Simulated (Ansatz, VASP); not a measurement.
# Two plane-wave programs on CoSi16

```
CELL_PARAMETERS angstrom
0.00000 5.47009 -5.47009
5.47009 5.47009 0.00000
5.47009 0.00000 -5.47009
ATOMIC_POSITIONS crystal
Si 0.12999 0.12931 0.12782
Si 0.12332 0.62509 0.12652
Si 0.61830 0.12614 0.12680
Si 0.62670 0.62419 0.11899
Si 0.12258 0.12478 0.63091
Si 0.12307 0.62646 0.62298
Si 0.62707 0.12164 0.62243
Si 0.62397 0.62483 0.62430
Si 0.25091 0.75379 0.24743
Si 0.24674 0.25316 0.25856
Si 0.74691 0.75052 0.24828
Si 0.75325 0.24869 0.24695
Si 0.24799 0.74882 0.75136
Si 0.25128 0.25065 0.75323
Si 0.75037 0.74905 0.74655
Si 0.74613 0.24880 0.75187
Co 0.99538 0.00327 0.01054
```

Alike in both runs: functional PBE; k mesh 2 × 2 × 2; occupations gaussian, width 0.02 eV; collinear spin.

Ansatz relaxed the structure, and its values are those at the end. VASP's run is a single point on that final structure, the one shown.

|  | VASP | Ansatz |
| --- | --- | --- |
| version | VASP 6.6.1 | Ansatz 0.2.0 |
| potentials or method | VASP PAW PBE potentials, release 64 (Si, Co), cutoff 520 eV | scalar-relativistic, plane waves, PAW |
| valence electrons in the cell | 73 | 81 |

|  | VASP | Ansatz | Ansatz less VASP |
| --- | --- | --- | --- |
| gap on the k mesh at the Fermi level (eV) | none | none | - |
| rms of the force components (eV/Å) | 0.003 | 0.002 | -0.0011 |
| net moment per atom (μB) | 0.07 | 0.07 | 0.000 |
| size of the moment on the site where the two differ most (μB) | 0.95 | 0.96 | +0.004 |

Site moments also hang on the region over which each program counts them. A gap of «none» marks a metal or a gap that the smearing closes. VASP's potentials hold 73 valence electrons a cell and Ansatz's 81, so a difference there can come from the potentials and not from the codes.

The k mesh is coarse, so the values compare programs but aren't converged.
